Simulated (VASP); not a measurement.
# Pd (Fm-3m) in VASP: further runs

Runs on Pd. Level: PBEsol. Tasks: single point, relaxation of volume and atoms at fixed shape.

All numbers are computed with VASP 6.6.1; they aren't measurements. Logs are shortened: lines on timing, memory, paths and dates and some standing lists are left out, and cuts for length are marked.

## Step 1: The cell of the first run

Symmetry: Fm-3m, No. 225, cubic system. Conventional cell: a = 3.874 Å, b = 3.874 Å, c = 3.874 Å, α = 90.00°, β = 90.00°, γ = 90.00°. Pd (site symmetry m-3m) has 12 Pd at 2.74 Å within 3.6 Å.

## Step 2: Single point, PBEsol

The input, INCAR:

```
ALGO = Normal
EDIFF = 1E-7
ENCUT = 520
GGA = PS
ISIF = 2
ISMEAR = 1
LASPH = True
LCHARG = False
LREAL = False
LWAVE = False
NBANDS = 11
NELM = 100
PREC = Accurate
SIGMA = 0.05
```

The input, KPOINTS:

```
k-points
0
Gamma
  10 10 10
```

The input, POSCAR:

```
Pd
1.0
    0.0000000000      1.9369150905      1.9369150905
    1.9369150905      0.0000000000      1.9369150905
    1.9369150905      1.9369150905      0.0000000000
Pd
1
Direct
    0.0000000000      0.0000000000      0.0000000000
```

Potentials or basis: VASP PAW PBE potentials, release 64 (Pd).

Run with:

```sh
cat potpaw_PBE.64/Pd/POTCAR > POTCAR
mpirun -np 1 vasp_std > vasp.out
```

OUTCAR:

```text
EDIFF = 1E-7
   ENCUT = 520
   GGA = PS
   ISIF = 2
   ISMEAR = 1
   LASPH = True
   LREAL = False
   NELM = 100
   PREC = Accurate

 ion  position               nearest neighbor table
   1  0.000  0.000  0.000-

  LATTYP: Found a face centered cubic cell.
 ALAT       =     3.8738301810

  Lattice vectors:

 A1 = (   0.0000000000,   1.9369150905,   1.9369150905)
 A2 = (   1.9369150905,   0.0000000000,   1.9369150905)
 A3 = (   1.9369150905,   1.9369150905,   0.0000000000)

Analysis of symmetry for initial positions (statically):
=====================================================================
 Subroutine PRICEL returns:
 Original cell was already a primitive cell.

 Routine SETGRP: Setting up the symmetry group for a
 face centered cubic supercell.

 Subroutine GETGRP returns: Found 48 space group operations
 (whereof 48 operations were pure point group operations)
 out of a pool of 48 trial point group operations.

The static configuration has the point symmetry O_h .

Analysis of symmetry for dynamics (positions and initial velocities):
=====================================================================
 Subroutine PRICEL returns:
 Original cell was already a primitive cell.

 Routine SETGRP: Setting up the symmetry group for a
 face centered cubic supercell.

 Subroutine GETGRP returns: Found 48 space group operations
 (whereof 48 operations were pure point group operations)
 out of a pool of 48 trial point group operations.

The dynamic configuration has the point symmetry O_h .

 Subroutine INISYM returns: Found 48 space group operations
 (whereof 48 operations are pure point group operations),
 and found     1 'primitive' translations

----------------------------------------------------------------------------------------

                                     Primitive cell

  volume of cell :      14.5332

  direct lattice vectors                    reciprocal lattice vectors
     0.000000000  1.936915091  1.936915091    -0.258142446  0.258142446  0.258142446
     1.936915091  0.000000000  1.936915091     0.258142446 -0.258142446  0.258142446
     1.936915091  1.936915091  0.000000000     0.258142446  0.258142446 -0.258142446

  length of vectors
     2.739211590  2.739211590  2.739211590     0.447115833  0.447115833  0.447115833

  position of ions in fractional coordinates (direct lattice)
     0.000000000  0.000000000  0.000000000

  ion indices of the primitive-cell ions
   primitive index   ion index
                 1           1

----------------------------------------------------------------------------------------

 KPOINTS: k-points

Automatic generation of k-mesh.
 Grid dimensions read from file:
 generate k-points for:   10   10   10

 Generating k-lattice:

  Cartesian coordinates                     Fractional coordinates (reciprocal lattice)
    -0.025814245  0.025814245  0.025814245     0.100000000  0.000000000  0.000000000
     0.025814245 -0.025814245  0.025814245     0.000000000  0.100000000  0.000000000
     0.025814245  0.025814245 -0.025814245     0.000000000  0.000000000  0.100000000

  Length of vectors
     0.044711583  0.044711583  0.044711583

  Shift w.r.t. Gamma in fractional coordinates (k-lattice)
     0.000000000  0.000000000  0.000000000

 Subroutine IBZKPT returns following result:
 ===========================================

 Found     47 irreducible k-points:

 Following reciprocal coordinates:
            Coordinates               Weight
  0.000000  0.000000  0.000000      1.000000
  0.100000  0.000000  0.000000      8.000000
  0.200000  0.000000  0.000000      8.000000
  0.300000  0.000000  0.000000      8.000000
  0.400000  0.000000  0.000000      8.000000
  0.500000  0.000000  0.000000      4.000000
[... 16 lines left out ...]
  0.300000  0.300000  0.000000      6.000000
  0.400000  0.300000  0.000000     24.000000
 [... further k-points ...]
   k-points           NKPTS =     47   k-points in BZ     NKDIM =     47   number of bands    NBANDS=     11
   number of dos      NEDOS =    301   number of ions     NIONS =      1
   total plane-waves  NPLWV =   8000
   dimension x,y,z NGX =    20 NGY =   20 NGZ =   20
   dimension x,y,z NGXF=    40 NGYF=   40 NGZF=   40
   ions per type =               1
   NGX,Y,Z   is equivalent  to a cutoff of  12.14, 12.14, 12.14 a.u.
   NGXF,Y,Z  is equivalent  to a cutoff of  24.28, 24.28, 24.28 a.u.
 SYSTEM =  unknown system
   PREC   = accura    normal or accurate (medium, high low for compatibility)
   ISTART =      0    job   : 0-new  1-cont  2-samecut
   ICHARG =      2    charge: 1-file 2-atom 10-const
   ISPIN  =      1    spin polarized calculation?
   LNONCOLLINEAR =      F non collinear calculations
   LSORBIT =      F    spin-orbit coupling
   LASPH  =      T    aspherical Exc in radial PAW
   ENCUT  =  520.0 eV  38.22 Ry    6.18 a.u.   5.09  5.09  5.09*2*pi/ulx,y,z
   NELM   =    100;   NELMIN=  2; NELMDL= -5     # of ELM steps
   EDIFF  = 0.1E-06   stopping-criterion for ELM
   LREAL  =      F    real-space projection
   EDIFFG = 0.1E-05   stopping-criterion for IOM
   NSW    =      0    number of steps for IOM
   IBRION =     -1    ionic relax: 0-MD 1-quasi-New 2-CG
   NFREE  =      0    steps in history (QN), initial steepest desc. (CG)
   ISIF   =      2    stress and relaxation
   ISYM   =      2    0-nonsym 1-usesym 2-fastsym
   POTIM  = 0.5000    time-step for ionic-motion
   TEBEG  =    0.0;   TEEND  =   0.0 temperature during run
   PSTRESS=    0.0 pullay stress
   NELECT =      10.0000    total number of electrons
   NUPDOWN=      -1.0000    fix difference up-down
   EMIN   =  10.00;   EMAX   =-10.00  energy-range for DOS
   EFERMI =   0.00;   METHOD = LEGACY
   ISMEAR =     1;   SIGMA  =   0.05  broadening in eV -4-tet -1-fermi 0-gaus
   EFERMI_NEDOS =   21; number of points for ismear=-14 and -15
   IALGO  =     38    algorithm
   IMIX   =      4    mixing-type and parameters
     AMIX     =   0.40;   BMIX     =  1.00
     AMIX_MAG =   1.60;   BMIX_MAG =  1.00
  volume/ion in A,a.u.               =      14.53        98.07
  Fermi-wavevector in a.u.,A,eV,Ry     =   1.445288  2.731197 28.420611  2.088856
  Thomas-Fermi vector in A             =   2.563486
   LORBIT       =      0    0 simple, 1 ext, 2 COOP (PROOUT), +10 PAW based schemes
   GGA     = PS    functional components
   LHFCALC =     F    Hartree Fock is set to
   AEXX    =    0.0000 exact exchange contribution
   IVDW    =     0    specifies the selected vdW correction
   LEPSILON=     F    determine dielectric tensor
   LRPA    =     F    only Hartree local field effects (RPA)
 non-spin polarized calculation
 Methfessel and Paxton  Order N= 1 SIGMA  =   0.05
  energy-cutoff  :      520.00
  volume of cell :       14.53
 maximum number of plane-waves:       399
   NGX = 11   NGY = 11   NGZ = 11

 number of electron      10.0000002 magnetization

 Free energy of the ion-electron system (eV)
  ---------------------------------------------------
  ext. energy  EPLUGINS =         0.00000000
  ---------------------------------------------------
  free energy    TOTEN  =        -5.97474485 eV

  energy without entropy =       -5.97469463  energy(sigma->0) =       -5.97472811

 E-fermi :   9.8965     XC(G=0): -13.4710

 val. band max:        9.8816826820   @ k =   0.5000   0.1000   0.0000
 cond. band min:       9.9270270123   @ k =   0.5000   0.2000   0.0000
 fundamental gap:      0.0453443303
 Fermi energy:         9.8965211157

 k-point     1 :       0.0000    0.0000    0.0000
  band No.  band energies     occupation
      1       2.5166      2.00000
      2       6.9574      2.00000
      3       6.9574      2.00000
      4       6.9574      2.00000
      5       8.6305      2.00000
      6       8.6305      2.00000
      7      27.0053      0.00000
      8      31.8601      0.00000
      9      31.8601      0.00000
     10      31.8601      0.00000
     11      35.9415      0.00000

 k-point     2 :       0.1000    0.0000    0.0000
  band No.  band energies     occupation
      1       2.8786      2.00000
      2       6.8339      2.00000
      3       7.0788      2.00000
      4       7.0788      2.00000
      5       8.5767      2.00000
      6       8.5767      2.00000
      7      27.3639      0.00000
      8      29.8804      0.00000
      9      32.2837      0.00000
     10      32.2837      0.00000
     11      36.0132      0.00000

 k-point     3 :       0.2000    0.0000    0.0000
  band No.  band energies     occupation
      1       3.7926      2.00000
      2       6.7064      2.00000
      3       7.2652      2.00000
      4       7.2652      2.00000
      5       8.6084      2.00000
      6       8.6084      2.00000
      7      26.2070      0.00000
      8      28.2613      0.00000
      9      33.2939      0.00000
     10      33.2939      0.00000
     11      35.7636      0.00000

 k-point     4 :       0.3000    0.0000    0.0000
  band No.  band energies     occupation
      1       4.4705      2.00000
      2       7.1870      2.00000
      3       7.1870      2.00000
      4       7.4640      2.00000
      5       9.0463      2.00000
      6       9.0463      2.00000
      7      22.6203      0.00000
      8      27.6652      0.00000
      9      33.3073      0.00000
     10      33.3073      0.00000
     11      35.9655      0.00000
[... 239 lines left out ...]
 k-point    22 :      -0.2000    0.2000    0.0000
  band No.  band energies     occupation
      1       5.3500      2.00000
      2       6.2208      2.00000
      3       7.0443      2.00000
      4       7.9146      2.00000
      5       8.0651      2.00000
      6      10.5261     -0.00000
      7      24.2787      0.00000
      8      25.2010      0.00000
      9      30.4606      0.00000
     10      33.0586      0.00000
     11      34.4018      0.00000

 k-point    23 :       0.3000    0.3000    0.0000
  band No.  band energies     occupation
      1       4.8993      2.00000
      2       5.3333      2.00000
      3       8.6786      2.00000
      4       8.7772      2.00000
      5       8.7772      2.00000
      6       9.3991      2.00000
      7      26.5425      0.00000
      8      26.5425      0.00000
      9      27.0047      0.00000
     10      30.3417      0.00000
     11      32.0561      0.00000

 k-point    24 :       0.4000    0.3000    0.0000
  band No.  band energies     occupation
      1       4.9008      2.00000
      2       5.1851      2.00000
      3       8.3785      2.00000
      4       8.9045      2.00000
      5       9.7975      2.01706
      6      10.9025      0.00000
      7      23.5931      0.00000
      8      25.2304      0.00000
      9      25.5262      0.00000
     10      30.8372      0.00000
     11      33.1474      0.00000

 [... further k-points ...]
[... 5 lines left out ...]
  --------------------------------------------------------------------------------------
  -------------------------------------------------------------------------------------
  Total       -0.0301555     -0.0301555     -0.0301555      0.0000000     -0.0000000      0.0000000
  in kB       -3.3244125     -3.3244125     -3.3244125      0.0000000     -0.0000000      0.0000000
  external PRESSURE =      -3.3244125 kB  Pullay stress =       0.0000000 kB

 VOLUME and BASIS-vectors are now :
 -----------------------------------------------------------------------------
  energy-cutoff  :      520.00
  volume of cell :       14.53
      direct lattice vectors                 reciprocal lattice vectors
     0.000000000  1.936915091  1.936915091    -0.258142446  0.258142446  0.258142446
     1.936915091  0.000000000  1.936915091     0.258142446 -0.258142446  0.258142446
     1.936915091  1.936915091  0.000000000     0.258142446  0.258142446 -0.258142446

 POSITION                                       TOTAL-FORCE (eV/Angst)
 -----------------------------------------------------------------------------------
      0.00000      0.00000      0.00000        -0.000000     -0.000000      0.000000
 -----------------------------------------------------------------------------------
    total drift:                                0.000000      0.000000      0.000000

  FREE ENERGIE OF THE ION-ELECTRON SYSTEM (eV)
  ---------------------------------------------------
  free  energy   TOTEN  =        -5.9747448524 eV

  energy  without entropy=       -5.9746946272  energy(sigma->0) =       -5.97472811
```

It took 7.4 s on 1 thread of Intel Xeon 8259CL, shared host; peak memory 0.13 GiB.

What came out:

| Quantity | Value |
| --- | --- |
| Free energy | -5.9747 eV |
| Pressure | -0.3 GPa |
| Band gap on the k mesh | zero (band 5 reaches 10.19 eV, above the bottom of band 6 at 8.58 eV) |

Caveat: the PAW data sets were made with another functional, which shifts forces and pressure a little.

(Continued in part 2 of 2.)
